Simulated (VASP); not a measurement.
# PbO2 (Fm-3m) in VASP: single point with PBE+U

Aim: the single point of PbO2 with PBE+U.

Everything below comes from runs of VASP 6.6.1. Logs are shortened: lines on timing, memory, paths and dates and some standing lists are left out, and cuts for length are marked.

## 1. The cell of the first run

It takes space group Fm-3m (No. 225, cubic). Conventional cell: a = 5.578 Å, b = 5.578 Å, c = 5.578 Å, α = 90.00°, β = 90.00°, γ = 90.00°. Pb (site symmetry m-3m) has 8 O at 2.42 Å within 3.2 Å. Within 3.2 Å of O (site symmetry -43m) lie 4 Pb at 2.42 Å and 6 O at 2.79 Å.

## 2. Single point, PBE+U

The input, INCAR:

```
SYSTEM = PbO2
ALGO = Normal ; EDIFF = 1E-6
ENCUT = 600 ; GGA = PE
GGA_COMPAT = .FALSE. ; ISIF = 2
ISMEAR = 0 ; ISYM = 0
LASPH = .TRUE. ; LCHARG = .FALSE.
LDAU = .TRUE. ; LDAUJ = 0 0
LDAUL = -1 1 ; LDAUPRINT = 1
LDAUTYPE = 2 ; LDAUU = 0 1.1
LREAL = .FALSE. ; LWAVE = .FALSE.
NBANDS = 20 ; NELM = 200
PREC = Accurate ; SIGMA = 0.1
```

The input, KPOINTS:

```
Automatic mesh
0
Gamma
  4 4 4
  0 0 0.5
```

The input, POSCAR:

```
PbO2
1.0
    0.0000000000      2.7892126137      2.7892126137
    2.7892126137      0.0000000000      2.7892126137
    2.7892126137      2.7892126137      0.0000000000
Pb O
1 2
Direct
    0.0000000000      0.0000000000      0.0000000000
    0.2500000000      0.2500000000      0.2500000000
    0.7500000000      0.7500000000      0.7500000000
```

Potentials or basis: VASP PAW PBE potentials, release 64 (Pb_d, O).

Command:

```console
> cat potpaw_PBE.64/Pb_d/POTCAR potpaw_PBE.64/O/POTCAR > POTCAR
> mpirun -np 1 vasp_std > vasp.out
```

OUTCAR:

```text
SYSTEM = PbO2
   EDIFF = 1E-6
   ENCUT = 600
   GGA = PE
   ISIF = 2
   ISMEAR = 0
   ISYM = 0
   LASPH = .TRUE.
   LREAL = .FALSE.
   NELM = 200
   PREC = Accurate

 ion  position               nearest neighbor table
   1  0.000  0.000  0.000-   3 2.42   3 2.42   3 2.42   2 2.42   3 2.42   2 2.42   2 2.42   2 2.42

   2  0.250  0.250  0.250-   1 2.42   1 2.42   1 2.42   1 2.42
   3  0.750  0.750  0.750-   1 2.42   1 2.42   1 2.42   1 2.42

IMPORTANT INFORMATION: All symmetrisations will be switched off!
NOSYMM: (Re-)initialisation of all symmetry stuff for point group C_1.

----------------------------------------------------------------------------------------

                                     Primitive cell

  volume of cell :      43.3985

  direct lattice vectors                    reciprocal lattice vectors
     0.000000000  2.789212614  2.789212614    -0.179262060  0.179262060  0.179262060
     2.789212614  0.000000000  2.789212614     0.179262060 -0.179262060  0.179262060
     2.789212614  2.789212614  0.000000000     0.179262060  0.179262060 -0.179262060

  length of vectors
     3.944542307  3.944542307  3.944542307     0.310490996  0.310490996  0.310490996

  position of ions in fractional coordinates (direct lattice)
     0.000000000  0.000000000  0.000000000
     0.250000000  0.250000000  0.250000000
     0.750000000  0.750000000  0.750000000

  ion indices of the primitive-cell ions
   primitive index   ion index
                 1           1
                 2           2
                 3           3

----------------------------------------------------------------------------------------

 KPOINTS: Automatic mesh

Automatic generation of k-mesh.
 Grid dimensions read from file:
 generate k-points for:    4    4    4

 Generating k-lattice:

  Cartesian coordinates                     Fractional coordinates (reciprocal lattice)
    -0.044815515  0.044815515  0.044815515     0.250000000  0.000000000  0.000000000
     0.044815515 -0.044815515  0.044815515     0.000000000  0.250000000  0.000000000
     0.044815515  0.044815515 -0.044815515     0.000000000  0.000000000  0.250000000

  Length of vectors
     0.077622749  0.077622749  0.077622749

  Shift w.r.t. Gamma in fractional coordinates (k-lattice)
     0.000000000  0.000000000  0.500000000

 Subroutine IBZKPT returns following result:
 ===========================================

 Found    128 irreducible k-points:

 Following reciprocal coordinates:
            Coordinates               Weight
  0.000000  0.000000  0.125000      2.000000
  0.125000  0.000000  0.000000      2.000000
  0.000000  0.125000  0.000000      2.000000
  0.125000  0.125000  0.125000      2.000000
  0.250000  0.000000  0.125000      2.000000
  0.125000  0.250000  0.000000      2.000000
[... 16 lines left out ...]
 -0.375000  0.500000  0.500000      2.000000
  0.125000  0.125000 -0.375000      2.000000
 [... further k-points ...]
   k-points           NKPTS =    128   k-points in BZ     NKDIM =    128   number of bands    NBANDS=     20
   number of dos      NEDOS =    301   number of ions     NIONS =      3
   total plane-waves  NPLWV =  32768
   dimension x,y,z NGX =    32 NGY =   32 NGZ =   32
   dimension x,y,z NGXF=    64 NGYF=   64 NGZF=   64
   ions per type =               1   2
   NGX,Y,Z   is equivalent  to a cutoff of  13.49, 13.49, 13.49 a.u.
   NGXF,Y,Z  is equivalent  to a cutoff of  26.97, 26.97, 26.97 a.u.
 SYSTEM =  PbO2
   PREC   = accura    normal or accurate (medium, high low for compatibility)
   ISTART =      0    job   : 0-new  1-cont  2-samecut
   ICHARG =      2    charge: 1-file 2-atom 10-const
   ISPIN  =      1    spin polarized calculation?
   LNONCOLLINEAR =      F non collinear calculations
   LSORBIT =      F    spin-orbit coupling
   LASPH  =      T    aspherical Exc in radial PAW
   ENCUT  =  600.0 eV  44.10 Ry    6.64 a.u.   7.88  7.88  7.88*2*pi/ulx,y,z
   NELM   =    200;   NELMIN=  2; NELMDL= -5     # of ELM steps
   EDIFF  = 0.1E-05   stopping-criterion for ELM
   LREAL  =      F    real-space projection
   EDIFFG = 0.1E-04   stopping-criterion for IOM
   NSW    =      0    number of steps for IOM
   IBRION =     -1    ionic relax: 0-MD 1-quasi-New 2-CG
   NFREE  =      0    steps in history (QN), initial steepest desc. (CG)
   ISIF   =      2    stress and relaxation
   ISYM   =      0    0-nonsym 1-usesym 2-fastsym
   POTIM  = 0.5000    time-step for ionic-motion
   TEBEG  =    0.0;   TEEND  =   0.0 temperature during run
   PSTRESS=    0.0 pullay stress
   NELECT =      26.0000    total number of electrons
   NUPDOWN=      -1.0000    fix difference up-down
   EMIN   =  10.00;   EMAX   =-10.00  energy-range for DOS
   EFERMI =   0.00;   METHOD = LEGACY
   ISMEAR =     0;   SIGMA  =   0.10  broadening in eV -4-tet -1-fermi 0-gaus
   EFERMI_NEDOS =   21; number of points for ismear=-14 and -15
   IALGO  =     38    algorithm
   IMIX   =      4    mixing-type and parameters
     AMIX     =   0.40;   BMIX     =  1.00
     AMIX_MAG =   1.60;   BMIX_MAG =  1.00
  volume/ion in A,a.u.               =      14.47        97.62
  Fermi-wavevector in a.u.,A,eV,Ry     =   1.380091  2.607993 25.914345  1.904651
  Thomas-Fermi vector in A             =   2.505000
   LORBIT       =      0    0 simple, 1 ext, 2 COOP (PROOUT), +10 PAW based schemes
 LDA+U is selected, type is set to LDAUTYPE =  2
   angular momentum for each species LDAUL =    -1    1
   U (eV)           for each species LDAUU =   0.0  1.1
   J (eV)           for each species LDAUJ =   0.0  0.0
   GGA     = PE    functional components
   LHFCALC =     F    Hartree Fock is set to
   AEXX    =    0.0000 exact exchange contribution
   IVDW    =     0    specifies the selected vdW correction
   LEPSILON=     F    determine dielectric tensor
   LRPA    =     F    only Hartree local field effects (RPA)
 non-spin polarized calculation
 Gauss-broadening in eV      SIGMA  =   0.10
  energy-cutoff  :      600.00
  volume of cell :       43.40
 maximum number of plane-waves:      1456
   NGX = 15   NGY = 15   NGZ = 15

 number of electron      26.0000004 magnetization

 Free energy of the ion-electron system (eV)
  ---------------------------------------------------
  ext. energy  EPLUGINS =         0.00000000
  ---------------------------------------------------
  free energy    TOTEN  =       -13.86414436 eV

  energy without entropy =      -13.85649972  energy(sigma->0) =      -13.86032204

 E-fermi :   4.3603     XC(G=0): -10.6320

 val. band max:        4.2820326821   @ k =   0.5000   0.2500  -0.3750
 cond. band min:       5.0805481170   @ k =   0.2500   0.2500   0.1250
 fundamental gap:      0.7985154349
 Fermi energy:         4.3603369878

 k-point     1 :       0.0000    0.0000    0.1250
  band No.  band energies     occupation
      1     -13.2125      2.00000
      2     -11.6322      2.00000
      3     -11.1084      2.00000
      4     -11.1084      2.00000
      5     -10.9743      2.00000
      6     -10.9743      2.00000
[... 12 lines left out ...]
     19      19.3998      0.00000
     20      19.3998      0.00000

 k-point     2 :       0.1250    0.0000    0.0000
  band No.  band energies     occupation
      1     -13.2125      2.00000
      2     -11.6322      2.00000
      3     -11.1084      2.00000
      4     -11.1084      2.00000
      5     -10.9743      2.00000
      6     -10.9743      2.00000
[... 12 lines left out ...]
     19      19.3998      0.00000
     20      19.3998      0.00000

 k-point     3 :       0.0000    0.1250    0.0000
  band No.  band energies     occupation
      1     -13.2125      2.00000
      2     -11.6322      2.00000
      3     -11.1084      2.00000
      4     -11.1084      2.00000
      5     -10.9743      2.00000
      6     -10.9743      2.00000
[... 12 lines left out ...]
     19      19.3998      0.00000
     20      19.3998      0.00000

 k-point     4 :       0.1250    0.1250    0.1250
  band No.  band energies     occupation
      1     -13.2125      2.00000
      2     -11.6322      2.00000
      3     -11.1084      2.00000
      4     -11.1084      2.00000
      5     -10.9743      2.00000
      6     -10.9743      2.00000
[... 12 lines left out ...]
     19      19.3998      0.00000
     20      19.3998      0.00000

 k-point     5 :       0.2500    0.0000    0.1250
  band No.  band energies     occupation
      1     -12.9718      2.00000
      2     -12.0694      2.00000
      3     -11.0712      2.00000
      4     -11.0576      2.00000
      5     -10.9869      2.00000
      6     -10.9583      2.00000
[... 12 lines left out ...]
     19      19.6218      0.00000
     20      19.6309      0.00000

 k-point     6 :       0.1250    0.2500    0.0000
  band No.  band energies     occupation
      1     -12.9718      2.00000
      2     -12.0694      2.00000
      3     -11.0712      2.00000
      4     -11.0576      2.00000
      5     -10.9869      2.00000
      6     -10.9583      2.00000
[... 12 lines left out ...]
     19      19.6218      0.00000
     20      19.6309      0.00000

 k-point     7 :       0.0000    0.1250    0.2500
  band No.  band energies     occupation
      1     -12.9718      2.00000
      2     -12.0694      2.00000
      3     -11.0712      2.00000
      4     -11.0576      2.00000
      5     -10.9869      2.00000
      6     -10.9583      2.00000
[... 12 lines left out ...]
     19      19.6218      0.00000
     20      19.6309      0.00000
[... 277 lines left out ...]
 k-point    20 :       0.5000    0.5000    0.3750
  band No.  band energies     occupation
      1     -12.8200      2.00000
      2     -12.1392      2.00000
      3     -11.0567      2.00000
      4     -11.0106      2.00000
      5     -10.9340      2.00000
      6     -10.8070      2.00000
[... 12 lines left out ...]
     19      19.2291      0.00000
     20      20.5921      0.00000

 k-point    21 :       0.1250   -0.3750    0.1250
  band No.  band energies     occupation
      1     -12.8200      2.00000
      2     -12.1392      2.00000
      3     -11.0567      2.00000
      4     -11.0106      2.00000
      5     -10.9340      2.00000
      6     -10.8070      2.00000
[... 12 lines left out ...]
     19      19.2291      0.00000
     20      20.5921      0.00000

 k-point    22 :       0.5000    0.1250    0.0000
  band No.  band energies     occupation
      1     -12.8200      2.00000
      2     -12.1392      2.00000
      3     -11.0567      2.00000
      4     -11.0106      2.00000
      5     -10.9340      2.00000
      6     -10.8070      2.00000
[... 12 lines left out ...]
     19      19.2291      0.00000
     20      20.5921      0.00000

 k-point    23 :      -0.3750    0.5000    0.5000
  band No.  band energies     occupation
      1     -12.8200      2.00000
      2     -12.1392      2.00000
      3     -11.0567      2.00000
      4     -11.0106      2.00000
      5     -10.9340      2.00000
      6     -10.8070      2.00000
[... 12 lines left out ...]
     19      19.2291      0.00000
     20      20.5921      0.00000

 k-point    24 :       0.1250    0.1250   -0.3750
  band No.  band energies     occupation
      1     -12.8200      2.00000
      2     -12.1392      2.00000
      3     -11.0567      2.00000
      4     -11.0106      2.00000
      5     -10.9340      2.00000
      6     -10.8070      2.00000
[... 12 lines left out ...]
     19      19.2291      0.00000
     20      20.5921      0.00000

 [... further k-points ...]
[... 5 lines left out ...]
  --------------------------------------------------------------------------------------
  -------------------------------------------------------------------------------------
  Total       -2.6644020     -2.6644022     -2.6644045     -0.0000007      0.0000041      0.0000002
  in kB      -98.3638387    -98.3638476    -98.3639336     -0.0000257      0.0001520      0.0000090
  external PRESSURE =     -98.3638733 kB  Pullay stress =       0.0000000 kB

 VOLUME and BASIS-vectors are now :
 -----------------------------------------------------------------------------
  energy-cutoff  :      600.00
  volume of cell :       43.40
      direct lattice vectors                 reciprocal lattice vectors
     0.000000000  2.789212614  2.789212614    -0.179262060  0.179262060  0.179262060
     2.789212614  0.000000000  2.789212614     0.179262060 -0.179262060  0.179262060
     2.789212614  2.789212614  0.000000000     0.179262060  0.179262060 -0.179262060

 POSITION                                       TOTAL-FORCE (eV/Angst)
 -----------------------------------------------------------------------------------
      0.00000      0.00000      0.00000         0.000002     -0.000002      0.000002
      1.39461      1.39461      1.39461        -0.000001      0.000002     -0.000001
      4.18382      4.18382      4.18382        -0.000002     -0.000000     -0.000001
 -----------------------------------------------------------------------------------
    total drift:                                0.000004     -0.000006      0.000003

  FREE ENERGIE OF THE ION-ELECTRON SYSTEM (eV)
  ---------------------------------------------------
  free  energy   TOTEN  =       -13.8641443618 eV

  energy  without entropy=      -13.8564997213  energy(sigma->0) =      -13.86032204
```

Wall time 50 s (1 thread of Intel Xeon 6975P-C (Granite Rapids), shared host); peak memory 0.26 GiB.

What came out:

```yaml
Free_energy: -13.8641 eV
Pressure: -9.8 GPa
Band_gap_on_the_k_mesh: zero (bands 13 and 14 overlap by 0.02 eV)
```

Levels at points of the mesh, in eV from the Fermi level:
```
           k point  band 10  band 11  band 12  band 13  band 14  band 15  band 16  band 17
(0.00, 0.00, 0.12)    -1.80    -1.80    -0.97    -0.97    -0.10     6.53     7.08     7.08
```

Caveat: the k points lie up to 0.49 Å⁻¹ apart; semilocal functionals underestimate gaps, so a narrow gap can read as zero; spin-orbit coupling is left out, which moves the levels of the heavy elements; U without spin polarisation on a metal has little footing.
